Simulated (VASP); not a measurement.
Wanted: the native input for a VASP 6.6.1 run.

```yaml
Task: single point
Functional: RPBE
Potentials_or_basis: VASP PAW PBE potentials, release 64 (Mg)
Cutoff: 520 eV
k_mesh: 8 × 8 × 11
Occupations: fermi-dirac, width 0.1 eV
Spin: no spin polarisation
Dipole_correction: no
Further_INCAR_settings: ALGO = Normal; EDIFF = 1e-06; NBANDS = 10
```

The structure of Mg lies in POSCAR:

```
Mg
1.0
    5.3590815920      0.0000000000      0.0000000000
   -2.6795407960      4.6411007997      0.0000000000
    0.0000000000      0.0000000000      3.2507864958
Mg
3
Direct
    0.0000000000      1.0000000000      0.0000000000
    0.3333333333      0.6666666667      0.5000000000
    0.6666666667      0.3333333333      0.5000000000
```

This cell differs from its parent crystal: volume scaled by 1.12.

The input as run:

INCAR

```
SYSTEM = Mg
  ALGO = Normal
  EDIFF = 1E-6
  ENCUT = 520
  GGA = RP
  ISIF = 2
  ISMEAR = -1
  LASPH = .TRUE.
  LCHARG = .TRUE.
  LELF = .TRUE.
  LREAL = .FALSE.
  LVHAR = .TRUE.
  LWAVE = .FALSE.
  NBANDS = 10
  NELM = 80
  PREC = Accurate
  SIGMA = 0.1
```

KPOINTS

```
k-points
0
G
  8 8 11
  0 0 0
```

Potentials or basis: VASP PAW PBE potentials, release 64 (Mg).

The run is started by

```sh
$ cat potpaw_PBE.64/Mg/POTCAR > POTCAR
$ mpirun -np 1 vasp_std > vasp.out
```

It gave:

- Pressure: -3.1 GPa
- Band gap on the k mesh: zero (band 3 reaches 4.85 eV, above the bottom of band 4 at 1.00 eV)

Caveat: the PAW data sets were made with another functional, which shifts forces and pressure a little.

Run time: 27 s on 1 thread of Intel Xeon 6975P-C (shared host), peak memory 0.2 GiB.
